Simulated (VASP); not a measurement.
CaSe (rocksalt type):

```
Ca Se
1.0
     0.00000    2.85894    2.85894
     2.85894    0.00000    2.85894
     2.85894    2.85894    0.00000
Ca Se
1 1
Direct
  0.00000 0.00000 0.00000
  0.50000 0.50000 0.50000
```

- Program: VASP 6.6.1
- Task: relaxation of cell and atoms
- Functional: PBE
- Potentials or basis: VASP PAW PBE potentials, release 64 (Ca_sv, Se)
- Cutoff: 600 eV
- k mesh: 12 × 12 × 12
- Occupations: fermi-dirac, width 0.03 eV
- Spin: no spin polarisation

At the start: pressure 7.9 GPa; volume 23.37 Å³/atom.

How do energy, volume and symmetry change on relaxing?

Over 5 steps the energy falls by 69.9 meV/atom and the volume is 26.53 Å³/atom (+13.5 %); space group Fm-3m (No. 225, to 0.1 Å) before and after.

Step by step:
```
step  energy change (eV)  largest force (eV/Å)  pressure (GPa)  volume (Å³)
   1              0.0000                0.0000            7.89        46.74
   2             -0.1303                0.0000           -1.56        54.95
   3             -0.1398                0.0000            0.04        53.02
   4             -0.1397                0.0000           -0.08        53.15
   5             -0.1398                0.0000            0.00        53.06
```

Final structure:
```cif
data_structure
_symmetry_space_group_name_H-M 'P 1'
_symmetry_Int_Tables_number 1
_cell_length_a 4.2179
_cell_length_b 4.2179
_cell_length_c 4.2179
_cell_angle_alpha 60.000
_cell_angle_beta 60.000
_cell_angle_gamma 60.000
_cell_volume 53.06
loop_
_atom_site_label
_atom_site_type_symbol
_atom_site_fract_x
_atom_site_fract_y
_atom_site_fract_z
_atom_site_occupancy
Ca1 Ca 0.00000 0.00000 0.00000 1
Se1 Se 0.50000 0.50000 0.50000 1
```
